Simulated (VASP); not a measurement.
## WC: single point with PBEsol

The system is WC.

```
W C
1.0
     2.90650    0.00000    0.00000
    -1.45325    2.51710    0.00000
     0.00000    0.00000    2.83660
W C
1 1
Cartesian
  0.0000 0.0000 0.0000
  1.4533 0.8390 1.4183
```

```json
{
 "Program": "VASP 6.6.1",
 "Task": "single point",
 "Functional": "PBEsol",
 "Potentials or basis": "VASP PAW PBE potentials, release 64 (W_sv, C)",
 "Cutoff": "520 eV",
 "k mesh": "8 × 8 × 7",
 "Occupations": "fermi-dirac, width 0.05 eV",
 "Spin": "no spin polarisation",
 "Dipole correction": "no",
 "Further INCAR settings": "ALGO = Normal; EDIFF = 1e-07; NBANDS = 16"
}
```

* Pressure: -2.3 GPa
* Band gap on the k mesh: zero (bands 9 and 10 overlap by 0.97 eV)

Stress tensor (GPa, compression positive):
```
-1.86  0.00  0.00
 0.00 -1.86  0.00
 0.00  0.00 -3.32
```

Levels at points of the mesh, in eV from the Fermi level:
```tsv
k point	band 6	band 7	band 8	band 9	band 10	band 11	band 12	band 13
(0.00, 0.00, 0.00)	-4.47	-3.47	-3.47	-0.03	3.08	3.08	5.51	5.51
(0.50, 0.00, 0.00)	-7.19	-3.76	-3.73	-0.59	2.19	4.40	4.77	6.72
```

It took 9.4 s on 1 thread of Intel(R) Xeon(R) Platinum 8259CL CPU @ 2.50GHz (Skylake/Cascade Lake), on a shared host, peak memory 0.15 GiB.

Caveat: the PAW data sets were made with another functional, which shifts forces and pressure a little; spin-orbit coupling is left out, which moves the levels of the heavy elements.
